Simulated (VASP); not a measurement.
A run of VASP 6.6.1 is set up as follows.

The input INCAR:

```
PREC = Accurate
ENCUT = 520
EDIFF = 1E-6
ISMEAR = -1
SIGMA = 0.05
LREAL = False
LASPH = True
NELM = 80
ALGO = Normal
ISIF = 2
LWAVE = False
LCHARG = False
GGA = PE
NBANDS = 21
```

File KPOINTS:

```
regular mesh
0
Gamma
  14 14 14
```

File POSCAR:

```
Mo
1.0
    0.0000000000      2.1790969542      2.1790969542
    2.1790969542      0.0000000000      2.1790969542
    2.1790969542      2.1790969542      0.0000000000
Mo
2
Direct
   -0.1250000000     -0.1250000000     -0.1250000000
    0.1250000000      0.1250000000      0.1250000000
```

Potentials or basis: VASP PAW PBE potentials, release 64 (Mo_sv).

Command:

```sh
$ cat potpaw_PBE.64/Mo_sv/POTCAR > POTCAR
$ mpirun -np 1 vasp_std > vasp.out
```

Q: What does it give for the pressure?

A: 470.9 GPa.

Q: Estimate the band gap on the k mesh.

A: Zero (bands 14 and 15 overlap by 2.62 eV).

Caveat: atoms lie so close that the PAW spheres overlap strongly, which falsifies energies and pressures; the cell stands under pressure.
